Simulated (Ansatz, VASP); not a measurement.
AlO5 in VASP and in Ansatz

```
CELL_PARAMETERS angstrom
2.58125 -4.37471 0.00000
2.58125 4.37471 0.00000
-1.71151 0.00000 2.94952
ATOMIC_POSITIONS crystal
Al 0.00000 0.00000 0.50000
O 0.71422 0.46874 0.21133
O 0.53126 0.28578 0.78867
O 0.28578 0.53126 0.78867
O 0.46874 0.71422 0.21133
O 0.00000 0.00000 0.00000
```

Alike in both runs: task single point; functional PBE; k mesh 4 × 4 × 6; occupations gaussian, width 0.1 eV; collinear spin.

|  | VASP | Ansatz |
| --- | --- | --- |
| version | VASP 6.6.1 | Ansatz 0.2.0 |
| potentials or method | VASP PAW PBE potentials, release 64 (Al, O), cutoff 520 eV | scalar-relativistic, plane waves, PAW |
| valence electrons in the cell | 33 | 33 |

VASP gave:

```
gap on the k mesh at the Fermi level (eV)                     : none
pressure (GPa)                                                : 3.2
traceless stress, the component that is largest in VASP (GPa) : 1.63
rms of the force components (eV/Å)                            : 0.318
net moment per atom (μB)                                      : 0.15
size of the moment on the site where the two differ most (μB) : 0.18
```

Question: Estimate Ansatz's values.

Answer: gap on the k mesh at the Fermi level (eV): none; pressure (GPa): 2.0; traceless stress, the component that is largest in VASP (GPa): -1.31; rms of the force components (eV/Å): 0.026; net moment per atom (μB): 0.15; size of the moment on the site where the two differ most (μB): 0.13.

Site moments also hang on the region over which each program counts them. Atom by atom the forces differ by 0.341 eV/Å (rms over components). A gap of «none» marks a metal or a gap that the smearing closes.

The k mesh is coarse, so the values compare programs but aren't converged.
